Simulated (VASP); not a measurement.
The system is KF.

```
K F
1.0
     3.17887    0.00000    0.00000
     0.00000    3.17887    0.00000
     0.00000    0.00000    3.17887
K F
1 1
Direct
  0.00000 0.00000 0.00000
  0.50000 0.50000 0.50000
```

Program: VASP 6.6.1. Alike in all runs: no spin polarisation; cell as given; cutoff (eV) 520; smearing gaussian 0.01 eV. Hardware: 1 thread of Intel(R) Xeon(R) 6975P-C (Granite Rapids), with other jobs on the host.

Q: Order these runs on this cell by their wall time, lowest first.
A. task single point; level r2SCAN; potentials or basis VASP PAW PBE potentials, release 64 (K_sv, F); k mesh 8 × 8 × 8
B. task single point; level LDA; potentials or basis VASP PAW LDA potentials, release 64 (K_sv, F); k mesh 8 × 8 × 8
C. task dielectric tensor; level PBE; potentials or basis VASP PAW PBE potentials, release 64 (K_sv, F); k mesh 6 × 6 × 6

A: B (5.4 s), A (30 s), C (84 s).
